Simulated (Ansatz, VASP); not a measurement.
# One calculation of Sr, two programs

```
Sr
1.0
     3.64462    0.00000    0.00000
     0.00000    3.64462    0.00000
     0.00000    0.00000    3.64462
Sr
1
Direct
  0.00000 0.00000 0.00000
```

Alike in both runs: task single point; functional LDA; k mesh 10 × 10 × 10; occupations fermi-dirac, width 0.05 eV; no spin polarisation.

|  | VASP | Ansatz |
| --- | --- | --- |
| version | VASP 6.6.1 | Ansatz 0.2.0 |
| potentials or method | VASP PAW LDA potentials, release 64 (Sr_sv), cutoff 520 eV | all-electron LAPW, scalar-relativistic |

```csv
,VASP,Ansatz,Ansatz less VASP
pressure (GPa),0.0,0.0,+0.02
```

LDA's correlation is that of Perdew and Zunger in VASP and of Perdew and Wang (1992) in Ansatz. Ansatz ran all-electron here, and VASP with PAW potentials.
